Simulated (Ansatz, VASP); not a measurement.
# C in VASP and in Ansatz

```
C
1.0
     2.10327   -4.33371    0.00000
     2.10327    4.33371    0.00000
     0.00000    0.00000    2.48566
C
8
Direct
  0.64829 0.98159 0.00000
  0.35171 0.01841 0.00000
  0.01841 0.35171 0.00000
  0.98159 0.64829 0.00000
  0.40455 0.22608 0.50000
  0.59545 0.77392 0.50000
  0.77392 0.59545 0.50000
  0.22608 0.40455 0.50000
```

Alike in both runs: task single point; functional LDA; k mesh 6 × 6 × 10; occupations gaussian, width 0.05 eV; no spin polarisation.

|  | VASP | Ansatz |
| --- | --- | --- |
| version | VASP 6.6.1 | Ansatz 0.2.0 |
| potentials or method | VASP PAW LDA potentials, release 64 (C_h), cutoff 910 eV | scalar-relativistic, plane waves, PAW |
| valence electrons in the cell | 32 | 32 |

Ansatz gave:

| Item | Value |
| --- | --- |
| gap on the k mesh at the Fermi level (eV) | 3.06 |
| least direct gap on the mesh (eV) | 4.79 |
| rms of the force components (eV/Å) | 0.000 |

Q: What did VASP give for the same quantities?

A: gap on the k mesh at the Fermi level (eV): 3.05; least direct gap on the mesh (eV): 4.77; rms of the force components (eV/Å): 0.006.

LDA's correlation is that of Perdew and Zunger in VASP and of Perdew and Wang (1992) in Ansatz. Atom by atom the forces differ by 0.006 eV/Å (rms over components).

Noted on VASP's run: the cutoff is short for stress, so the pressure is rough.
